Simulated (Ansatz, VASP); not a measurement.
**WC in VASP and in Ansatz**

```
W C
1.0
     2.90650    0.00000    0.00000
    -1.45325    2.51710    0.00000
     0.00000    0.00000    2.83660
W C
1 1
Direct
  0.00000 0.00000 0.00000
  0.66667 0.33333 0.50000
```

Alike in both runs: task single point; functional PBE; k mesh 10 × 10 × 9; occupations gaussian, width 0.021 eV; no spin polarisation.

|  | VASP | Ansatz |
| --- | --- | --- |
| version | VASP 6.6.1 | Ansatz 0.2.0 |
| potentials or method | VASP PAW PBE potentials, release 64 (W_sv, C), cutoff 520 eV | all-electron LAPW, scalar-relativistic |

Ansatz gave:

| Item | Value |
| --- | --- |
| gap on the k mesh at the Fermi level (eV) | none |
| pressure (GPa) | 5.7 |
| traceless stress, the component that is largest in VASP (GPa) | -0.61 |

Q: What did VASP give for the same quantities?

A: gap on the k mesh at the Fermi level (eV): none; pressure (GPa): 6.7; traceless stress, the component that is largest in VASP (GPa): -0.44.

A gap of «none» marks a metal or a gap that the smearing closes. Ansatz ran all-electron here, and VASP with PAW potentials.

Spin-orbit coupling is off throughout.
